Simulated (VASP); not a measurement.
MgCd2Se3:

```
CELL_PARAMETERS angstrom
4.01241 0.00000 0.00000
-2.00621 3.47485 0.00000
0.00000 0.00000 9.82145
ATOMIC_POSITIONS crystal
Mg 0.00000 0.00000 0.00000
Cd 0.33333 0.66667 0.65599
Cd 0.66667 0.33333 0.34401
Se 0.33333 0.66667 0.16590
Se 0.66667 0.33333 0.83410
Se 0.00000 0.00000 0.50000
```

The cell was built from a structure type or drawn by symmetry, and may not be a known phase.

| Item | Value |
| --- | --- |
| Program | VASP 6.6.1 |
| Task | relaxation of cell and atoms |
| Functional | PBE |
| Potentials or basis | VASP PAW PBE potentials, release 64 (Mg, Cd, Se) |
| Cutoff | 600 eV |
| k mesh | 6 × 6 × 2 |
| Occupations | gaussian, width 0.1 eV |
| Spin | no spin polarisation |

At the start: pressure 0.5 GPa; volume 22.82 Å³/atom.

Task: How do energy, volume and symmetry change on relaxing?

Result: Over 7 steps the energy falls by 23.4 meV/atom and the volume is 22.78 Å³/atom (-0.2 %); space group P-3m1 (No. 164, to 0.1 Å) before and after.

Step by step:
| step | energy change (eV) | largest force (eV/Å) | pressure (GPa) | volume (Å³) |
| --- | --- | --- | --- | --- |
| 1 | 0.0000 | 0.8530 | 0.46 | 136.94 |
| 2 | -0.0634 | 0.5564 | -0.30 | 138.24 |
| 3 | -0.1038 | 0.2700 | -1.31 | 140.32 |
| 4 | -0.1303 | 0.2412 | 0.43 | 136.07 |
| 5 | -0.1304 | 0.2430 | 0.32 | 136.30 |
| 6 | -0.1380 | 0.1149 | 0.17 | 136.51 |
| 7 | -0.1402 | 0.0076 | 0.05 | 136.69 |

Final structure:
```cif
data_structure
_symmetry_space_group_name_H-M 'P 1'
_symmetry_Int_Tables_number 1
_cell_length_a 4.0097
_cell_length_b 4.0097
_cell_length_c 9.8170
_cell_angle_alpha 90.000
_cell_angle_beta 90.000
_cell_angle_gamma 120.000
_cell_volume 136.69
loop_
_atom_site_label
_atom_site_type_symbol
_atom_site_fract_x
_atom_site_fract_y
_atom_site_fract_z
_atom_site_occupancy
Mg1 Mg 0.00000 0.00000 0.00000 1
Cd1 Cd 0.33333 0.66667 0.67073 1
Cd2 Cd 0.66667 0.33333 0.32927 1
Se1 Se 0.33333 0.66667 0.15698 1
Se2 Se 0.66667 0.33333 0.84302 1
Se3 Se 0.00000 0.00000 0.50000 1
```
